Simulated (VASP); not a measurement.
# MgO (MgO (Fm-3m)) (Fm-3m) in VASP: a series of runs

MgO (MgO (Fm-3m)) is run at these levels: PBE; tasks: single point, relaxation of cell and atoms.

Program: VASP 6.6.1. These are calculated values, not measurements. Logs are shortened: lines on timing, memory, paths and dates and some standing lists are left out, and cuts for length are marked.

## Step 1: The cell of the first run

Symmetry: Fm-3m, No. 225, cubic system. The conventional cell has a = 4.254 Å, b = 4.254 Å, c = 4.254 Å, α = 90.00°, β = 90.00°, γ = 90.00°. Mg (site symmetry m-3m) has 6 O at 2.13 Å within 2.8 Å. Within 2.8 Å of O (site symmetry m-3m) lie 6 Mg at 2.13 Å.

## Step 2: Single point, PBE

Input file INCAR:

```
SYSTEM = MgO
PREC     = Accurate       ! precision mode
ENCUT    = 520            ! plane-wave cutoff, eV
EDIFF    = 1E-6           ! SCF threshold, eV
ISMEAR   = 0              ! smearing method
SIGMA    = 0.01           ! smearing width, eV
LREAL    = .False.        ! projectors in reciprocal space
LASPH    = .True.         ! aspherical terms in the spheres
NELM     = 80             ! most SCF steps
ALGO     = Normal         ! electronic algorithm
ISIF     = 2              ! what is computed and relaxed
LWAVE    = .False.        ! write WAVECAR
LCHARG   = .False.        ! write CHGCAR
GGA      = PE             ! functional
NBANDS   = 11             ! bands
```

Input file KPOINTS:

```
regular mesh
0
Gamma
  11 11 11
  0 0 0
```

Input file POSCAR:

```
MgO
1.0
    0.0000000000      2.1271906151      2.1271906151
    2.1271906151      0.0000000000      2.1271906151
    2.1271906151      2.1271906151      0.0000000000
Mg O
1 1
Direct
    0.0000000000      0.0000000000      0.0000000000
    0.5000000000      0.5000000000      0.5000000000
```

Potentials or basis: VASP PAW PBE potentials, release 64 (Mg, O).

Command:

```console
> cat potpaw_PBE.64/Mg/POTCAR potpaw_PBE.64/O/POTCAR > POTCAR
> mpirun -np 1 vasp_std > vasp.out
```

OUTCAR:

```text
SYSTEM = MgO
   PREC = Accurate
   ENCUT = 520
   EDIFF = 1E-6
   ISMEAR = 0
   LREAL = .False.
   LASPH = .True.
   NELM = 80
   ISIF = 2
   GGA = PE

 ion  position               nearest neighbor table
   1  0.000  0.000  0.000-   2 2.13   2 2.13   2 2.13   2 2.13   2 2.13   2 2.13
   2  0.500  0.500  0.500-   1 2.13   1 2.13   1 2.13   1 2.13   1 2.13   1 2.13

  LATTYP: Found a face centered cubic cell.
 ALAT       =     4.2543812302

  Lattice vectors:

 A1 = (   0.0000000000,   2.1271906151,   2.1271906151)
 A2 = (   2.1271906151,   0.0000000000,   2.1271906151)
 A3 = (   2.1271906151,   2.1271906151,   0.0000000000)

Analysis of symmetry for initial positions (statically):
=====================================================================
 Subroutine PRICEL returns:
 Original cell was already a primitive cell.

 Routine SETGRP: Setting up the symmetry group for a
 face centered cubic supercell.

 Subroutine GETGRP returns: Found 48 space group operations
 (whereof 48 operations were pure point group operations)
 out of a pool of 48 trial point group operations.

The static configuration has the point symmetry O_h .

Analysis of symmetry for dynamics (positions and initial velocities):
=====================================================================
 Subroutine PRICEL returns:
 Original cell was already a primitive cell.

 Routine SETGRP: Setting up the symmetry group for a
 face centered cubic supercell.

 Subroutine GETGRP returns: Found 48 space group operations
 (whereof 48 operations were pure point group operations)
 out of a pool of 48 trial point group operations.

The dynamic configuration has the point symmetry O_h .

 Subroutine INISYM returns: Found 48 space group operations
 (whereof 48 operations are pure point group operations),
 and found     1 'primitive' translations

----------------------------------------------------------------------------------------

                                     Primitive cell

  volume of cell :      19.2508

  direct lattice vectors                    reciprocal lattice vectors
     0.000000000  2.127190615  2.127190615    -0.235051808  0.235051808  0.235051808
     2.127190615  0.000000000  2.127190615     0.235051808 -0.235051808  0.235051808
     2.127190615  2.127190615  0.000000000     0.235051808  0.235051808 -0.235051808

  length of vectors
     3.008301818  3.008301818  3.008301818     0.407121674  0.407121674  0.407121674

  position of ions in fractional coordinates (direct lattice)
     0.000000000  0.000000000  0.000000000
     0.500000000  0.500000000  0.500000000

  ion indices of the primitive-cell ions
   primitive index   ion index
                 1           1
                 2           2

----------------------------------------------------------------------------------------

 KPOINTS: regular mesh

Automatic generation of k-mesh.
 Grid dimensions read from file:
 generate k-points for:   11   11   11

 Generating k-lattice:

  Cartesian coordinates                     Fractional coordinates (reciprocal lattice)
    -0.021368346  0.021368346  0.021368346     0.090909091  0.000000000  0.000000000
     0.021368346 -0.021368346  0.021368346     0.000000000  0.090909091  0.000000000
     0.021368346  0.021368346 -0.021368346     0.000000000  0.000000000  0.090909091

  Length of vectors
     0.037011061  0.037011061  0.037011061

  Shift w.r.t. Gamma in fractional coordinates (k-lattice)
     0.000000000  0.000000000  0.000000000

 Subroutine IBZKPT returns following result:
 ===========================================

 Found     56 irreducible k-points:

 Following reciprocal coordinates:
            Coordinates               Weight
  0.000000  0.000000  0.000000      1.000000
  0.090909  0.000000  0.000000      8.000000
  0.181818  0.000000  0.000000      8.000000
  0.272727  0.000000  0.000000      8.000000
  0.363636  0.000000  0.000000      8.000000
  0.454545  0.000000  0.000000      8.000000
[... 16 lines left out ...]
 -0.272727  0.181818  0.000000     24.000000
 -0.181818  0.181818  0.000000     12.000000
 [... further k-points ...]
   k-points           NKPTS =     56   k-points in BZ     NKDIM =     56   number of bands    NBANDS=     11
   number of dos      NEDOS =    301   number of ions     NIONS =      2
   total plane-waves  NPLWV =  13824
   dimension x,y,z NGX =    24 NGY =   24 NGZ =   24
   dimension x,y,z NGXF=    48 NGYF=   48 NGZF=   48
   ions per type =               1   1
   NGX,Y,Z   is equivalent  to a cutoff of  13.26, 13.26, 13.26 a.u.
   NGXF,Y,Z  is equivalent  to a cutoff of  26.53, 26.53, 26.53 a.u.
 SYSTEM =  MgO
   PREC   = accura    normal or accurate (medium, high low for compatibility)
   ISTART =      0    job   : 0-new  1-cont  2-samecut
   ICHARG =      2    charge: 1-file 2-atom 10-const
   ISPIN  =      1    spin polarized calculation?
   LNONCOLLINEAR =      F non collinear calculations
   LSORBIT =      F    spin-orbit coupling
   LASPH  =      T    aspherical Exc in radial PAW
   ENCUT  =  520.0 eV  38.22 Ry    6.18 a.u.   5.59  5.59  5.59*2*pi/ulx,y,z
   NELM   =     80;   NELMIN=  2; NELMDL= -5     # of ELM steps
   EDIFF  = 0.1E-05   stopping-criterion for ELM
   LREAL  =      F    real-space projection
   EDIFFG = 0.1E-04   stopping-criterion for IOM
   NSW    =      0    number of steps for IOM
   IBRION =     -1    ionic relax: 0-MD 1-quasi-New 2-CG
   NFREE  =      0    steps in history (QN), initial steepest desc. (CG)
   ISIF   =      2    stress and relaxation
   ISYM   =      2    0-nonsym 1-usesym 2-fastsym
   POTIM  = 0.5000    time-step for ionic-motion
   TEBEG  =    0.0;   TEEND  =   0.0 temperature during run
   PSTRESS=    0.0 pullay stress
   NELECT =       8.0000    total number of electrons
   NUPDOWN=      -1.0000    fix difference up-down
   EMIN   =  10.00;   EMAX   =-10.00  energy-range for DOS
   EFERMI =   0.00;   METHOD = LEGACY
   ISMEAR =     0;   SIGMA  =   0.01  broadening in eV -4-tet -1-fermi 0-gaus
   EFERMI_NEDOS =   21; number of points for ismear=-14 and -15
   IALGO  =     38    algorithm
   IMIX   =      4    mixing-type and parameters
     AMIX     =   0.40;   BMIX     =  1.00
     AMIX_MAG =   1.60;   BMIX_MAG =  1.00
  volume/ion in A,a.u.               =       9.63        64.96
  Fermi-wavevector in a.u.,A,eV,Ry     =   1.221673  2.308628 20.306500  1.492486
  Thomas-Fermi vector in A             =   2.356847
   LORBIT       =      0    0 simple, 1 ext, 2 COOP (PROOUT), +10 PAW based schemes
   GGA     = PE    functional components
   LHFCALC =     F    Hartree Fock is set to
   AEXX    =    0.0000 exact exchange contribution
   IVDW    =     0    specifies the selected vdW correction
   LEPSILON=     F    determine dielectric tensor
   LRPA    =     F    only Hartree local field effects (RPA)
 non-spin polarized calculation
 Gauss-broadening in eV      SIGMA  =   0.01
  energy-cutoff  :      520.00
  volume of cell :       19.25
 maximum number of plane-waves:       534
   NGX = 11   NGY = 11   NGZ = 11

 number of electron       8.0000004 magnetization

 Free energy of the ion-electron system (eV)
  ---------------------------------------------------
  ext. energy  EPLUGINS =         0.00000000
  ---------------------------------------------------
  free energy    TOTEN  =       -11.91168297 eV

  energy without entropy =      -11.91168297  energy(sigma->0) =      -11.91168297

 E-fermi :   3.1154     XC(G=0): -10.9374

 val. band max:        2.9655757060   @ k =   0.0000   0.0000   0.0000
 cond. band min:       7.4055709300   @ k =   0.0000   0.0000   0.0000
 fundamental gap:      4.4399952240
 Fermi energy:         3.1153614508

 k-point     1 :       0.0000    0.0000    0.0000
  band No.  band energies     occupation
      1     -14.1469      2.00000
      2       2.9656      2.00000
      3       2.9656      2.00000
      4       2.9656      2.00000
      5       7.4056      0.00000
      6      18.5949      0.00000
      7      18.5949      0.00000
      8      18.5949      0.00000
      9      22.4334      0.00000
     10      24.1732      0.00000
     11      24.1732      0.00000

 k-point     2 :       0.0909    0.0000    0.0000
  band No.  band energies     occupation
      1     -14.0638      2.00000
      2       2.4188      2.00000
      3       2.9123      2.00000
      4       2.9123      2.00000
      5       7.9411      0.00000
      6      17.5117      0.00000
      7      18.7864      0.00000
      8      18.7864      0.00000
      9      23.4949      0.00000
     10      23.4949      0.00000
     11      23.8364      0.00000

 k-point     3 :       0.1818    0.0000    0.0000
  band No.  band energies     occupation
      1     -13.8316      2.00000
      2       1.2745      2.00000
      3       2.7731      2.00000
      4       2.7731      2.00000
      5       9.0186      0.00000
      6      16.0617      0.00000
      7      19.1996      0.00000
      8      19.1996      0.00000
      9      22.7586      0.00000
     10      22.7586      0.00000
     11      24.8044      0.00000

 k-point     4 :       0.2727    0.0000    0.0000
  band No.  band energies     occupation
      1     -13.5048      2.00000
      2       0.0751      2.00000
      3       2.5986      2.00000
      4       2.5986      2.00000
      5       9.9909      0.00000
      6      15.2037      0.00000
      7      19.3660      0.00000
      8      19.3660      0.00000
      9      22.9109      0.00000
     10      22.9109      0.00000
     11      24.3125      0.00000
[... 239 lines left out ...]
 k-point    22 :      -0.3636    0.1818    0.0000
  band No.  band energies     occupation
      1     -12.8963      2.00000
      2      -0.9293      2.00000
      3       1.2976      2.00000
      4       2.2641      2.00000
      5      11.9522      0.00000
      6      14.8937      0.00000
      7      16.7311      0.00000
      8      19.7087      0.00000
      9      23.4291      0.00000
     10      24.1007      0.00000
     11      27.0515      0.00000

 k-point    23 :      -0.2727    0.1818    0.0000
  band No.  band energies     occupation
      1     -13.1168      2.00000
      2      -0.4501      2.00000
      3       1.4692      2.00000
      4       2.4346      2.00000
      5      11.5903      0.00000
      6      14.6614      0.00000
      7      17.2796      0.00000
      8      20.0064      0.00000
      9      22.2757      0.00000
     10      23.9620      0.00000
     11      27.1601      0.00000

 k-point    24 :      -0.1818    0.1818    0.0000
  band No.  band energies     occupation
      1     -13.4066      2.00000
      2       0.1706      2.00000
      3       1.8933      2.00000
      4       2.6145      2.00000
      5      10.7111      0.00000
      6      14.8566      0.00000
      7      18.1092      0.00000
      8      20.5886      0.00000
      9      20.7639      0.00000
     10      23.8837      0.00000
     11      26.9781      0.00000

 [... further k-points ...]
[... 5 lines left out ...]
  --------------------------------------------------------------------------------------
  -------------------------------------------------------------------------------------
  Total       -0.0973827     -0.0973827     -0.0973827      0.0000000     -0.0000000      0.0000000
  in kB       -8.1048150     -8.1048150     -8.1048150      0.0000000     -0.0000000      0.0000000
  external PRESSURE =      -8.1048150 kB  Pullay stress =       0.0000000 kB

 VOLUME and BASIS-vectors are now :
 -----------------------------------------------------------------------------
  energy-cutoff  :      520.00
  volume of cell :       19.25
      direct lattice vectors                 reciprocal lattice vectors
     0.000000000  2.127190615  2.127190615    -0.235051808  0.235051808  0.235051808
     2.127190615  0.000000000  2.127190615     0.235051808 -0.235051808  0.235051808
     2.127190615  2.127190615  0.000000000     0.235051808  0.235051808 -0.235051808

 POSITION                                       TOTAL-FORCE (eV/Angst)
 -----------------------------------------------------------------------------------
      0.00000      0.00000      0.00000        -0.000000     -0.000000      0.000000
      2.12719      2.12719      2.12719         0.000000      0.000000      0.000000
 -----------------------------------------------------------------------------------
    total drift:                               -0.000000     -0.000000      0.000000

  FREE ENERGIE OF THE ION-ELECTRON SYSTEM (eV)
  ---------------------------------------------------
  free  energy   TOTEN  =       -11.9116829689 eV

  energy  without entropy=      -11.9116829689  energy(sigma->0) =      -11.91168297
```

It took 7.1 s on 1 thread of Intel Xeon Platinum 8259CL at 2.50GHz (Skylake/Cascade Lake), shared host; peak memory 0.14 GiB.

Results:

```
Free energy            : -11.9117 eV
Pressure               : -0.8 GPa
Band gap on the k mesh : 4.44 eV, direct
```

Expect the measured gap to be larger: semilocal functionals such as PBE lack the derivative discontinuity.

[end of part 1 of 2]
